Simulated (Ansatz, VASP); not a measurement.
## Two plane-wave programs on Mg

```
Mg
1.0
     0.00000    3.43345    3.43345
     3.43345    0.00000    3.43345
     3.43345    3.43345    0.00000
Mg
2
Direct
  0.12500 0.12500 0.12500
  0.87500 0.87500 0.87500
```

Alike in both runs: task single point; functional LDA; k mesh 9 × 9 × 9; occupations fermi-dirac, width 0.1 eV; no spin polarisation.

```csv
,VASP,Ansatz
version,VASP 6.6.1,Ansatz 0.2.0
potentials or method,"VASP PAW LDA potentials, release 64 (Mg), cutoff 520 eV","plane waves (420 eV) with PAW, scalar-relativistic"
valence electrons in the cell,4,20
```

VASP gave:

- pressure (GPa): -0.9

Q: Which values does Ansatz return?

A: Pressure (GPa): -0.8.

Ansatz warns that its potentials were made for another functional, while VASP's fit it. LDA's correlation is that of Perdew and Zunger in VASP and of Perdew and Wang (1992) in Ansatz. VASP's potentials hold 4 valence electrons a cell and Ansatz's 20, so a difference there can come from the potentials and not from the codes.
